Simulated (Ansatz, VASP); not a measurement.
**Ge: VASP beside Ansatz**

```
Ge
1.0
     0.00000    2.84279    2.84279
     2.84279    0.00000    2.84279
     2.84279    2.84279    0.00000
Ge
2
Direct
  0.50000 0.50000 0.50000
  0.75000 0.75000 0.75000
```

Alike in both runs: functional PBEsol; k mesh 5 × 5 × 5; occupations fermi-dirac, width 0.05 eV; no spin polarisation.

Ansatz relaxed the structure, and its values are those at the end. VASP's run is a single point on that final structure, the one shown.

```csv
,VASP,Ansatz
version,VASP 6.6.1,Ansatz 0.2.0
potentials or method,"VASP PAW PBE potentials, release 64 (Ge_d), cutoff 520 eV","plane waves (420 eV) with PAW, scalar-relativistic"
valence electrons in the cell,28,28
```

VASP gave:

```
pressure (GPa) : -0.1
```

What did Ansatz give for the same quantities?

Pressure (GPa): 0.0.

VASP's potentials were made for PBE, not for PBEsol, and Ansatz warns of the same on its side.

The k mesh is coarse, so the values compare programs but aren't converged.
